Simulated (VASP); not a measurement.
Input of a VASP 6.6.1 run:

Contents of INCAR:

```
PREC = Accurate
ENCUT = 520
EDIFF = 1E-7
ISMEAR = -1
SIGMA = 0.08
LREAL = F
LASPH = T
NELM = 100
ALGO = Normal
ISIF = 2
LWAVE = F
LCHARG = F
GGA = PE
NBANDS = 12
```

KPOINTS

```
Automatic mesh
0
Gamma
  13 13 13
```

File POSCAR:

```
Nb
1.0
    0.0000000000      2.1573000000      2.1150000000
    2.1573000000      0.0000000000      2.1150000000
    2.1573000000      2.1573000000      0.0000000000
Nb
1
Direct
    0.0000000000      0.0000000000      0.0000000000
```

Potentials or basis: VASP PAW PBE potentials, release 64 (Nb_sv).

Launch:

```console
$ cat potpaw_PBE.64/Nb_sv/POTCAR > POTCAR
$ mpirun -np 1 vasp_std > vasp.out
```

(1) What does it give for the pressure?

## Answers

(1) -7.4 GPa.

Caveat: the cell differs from its parent crystal (equal xx and yy strain of +2 %).
